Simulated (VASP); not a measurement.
A run of VASP 6.6.1 is set up as follows.

Contents of INCAR:

```
SYSTEM = BAs
ALGO = Normal
EDIFF = 1E-8
ENCUT = 520
GGA = CA
IBRION = 8
ISIF = 2
ISMEAR = 0
LASPH = .True.
LCHARG = .False.
LEPSILON = .True.
LREAL = .False.
LWAVE = .False.
NELM = 60
NSW = 1
PREC = Accurate
SIGMA = 0.01
```

The input KPOINTS:

```
k-points
0
Gamma
  10 10 10
  0 0 0
```

File POSCAR:

```
BAs
1.0
    0.0000000000      2.3109568032      2.3109568032
    2.3109568032      0.0000000000      2.3109568032
    2.3109568032      2.3109568032      0.0000000000
B As
1 1
Direct
    0.0000000000      0.0000000000      0.0000000000
    0.7500000000      0.7500000000      0.7500000000
```

Potentials or basis: VASP PAW LDA potentials, release 64 (B, As).

Command:

```bash
$ cat potpaw_LDA.64/B/POTCAR potpaw_LDA.64/As/POTCAR > POTCAR
$ mpirun -np 1 vasp_std > vasp.out
```

Task: Predict the electronic dielectric tensor (diagonal).

Result: 9.49.

Task: Estimate the Born charges (mean of the diagonal).

Result: B -0.78; As +0.78 e.

Task: What does it give for the highest phonon frequency at Γ, LO-TO splitting left out?

Result: 757 cm⁻¹.

Phonon frequencies in cm⁻¹ (negative: imaginary):
| q point | frequencies |
| --- | --- |
| (0.000, 0.000, 0.000) | 0 0 0 757 757 757 |

Caveat: the cell wasn't relaxed at this level first, which shifts response properties.
